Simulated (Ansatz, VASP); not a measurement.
## Os in VASP and in Ansatz

The input INCAR:

```
PREC = Accurate
ENCUT = 520
EDIFF = 1E-6
ISMEAR = 1
SIGMA = 0.1
LREAL = False
LASPH = True
NELM = 60
ALGO = Normal
ISIF = 2
LWAVE = False
LCHARG = False
GGA = PE
NBANDS = 15
```

The input KPOINTS:

```
Automatic mesh
0
Gamma
  13 13 7
```

Contents of POSCAR:

```
Os
1.0
    2.7559294133      0.0000000000      0.0000000000
   -1.3779647066      2.3867048830      0.0000000000
    0.0000000000      0.0000000000      4.3426533301
Os
2
Direct
    0.3333333333      0.6666666667      0.2500000000
    0.6666666667      0.3333333333      0.7500000000
```

Input for Ansatz:

```yaml
crystal:
  lattice:
    - [2.7559294133, 0.0, 0.0]
    - [-1.3779647066, 2.386704883, 0.0]
    - [0.0, 0.0, 4.3426533301]
  atoms:
    - { symbol: Os, position: [0.3333333333, 0.6666666667, 0.25] }
    - { symbol: Os, position: [0.6666666667, 0.3333333333, 0.75] }
hamiltonian:
  xc: pbe
  pseudopotentials:
    kind: paw
    azcp:
      Os: "pseudopotentials/Os.paw.azcp"
basis:
  ecutwfc: 420
  fft_grid_basis: typed
kpoints:
  mp_grid: { grid: [13, 13, 7], shift: [0, 0, 0] }
magnetization:
  spin_polarized: false
scf:
  occupations: { method: methfessel_paxton, width: 0.1 }
  lower_state_search: "off"
output:
  stress: true
```

Alike in both runs: task single point; functional PBE; k mesh 13 × 13 × 7; occupations methfessel-paxton of order 1, width 0.1 eV; no spin polarisation.

|  | VASP | Ansatz |
| --- | --- | --- |
| version | VASP 6.6.1 | Ansatz 0.2.0 |
| potentials or method | VASP PAW PBE potentials, release 64 (Os), cutoff 520 eV | plane waves (420 eV) with PAW, scalar-relativistic |
| valence electrons in the cell | 16 | 32 |

|  | VASP | Ansatz | Ansatz less VASP |
| --- | --- | --- | --- |
| pressure (GPa) | -0.4 | -0.3 | +0.13 |
| traceless stress, the component that is largest in VASP (GPa) | -0.16 | -0.08 | +0.079 |

VASP's potentials hold 16 valence electrons a cell and Ansatz's 32, so a difference there can come from the potentials and not from the codes.

Neither program's run includes spin-orbit coupling.
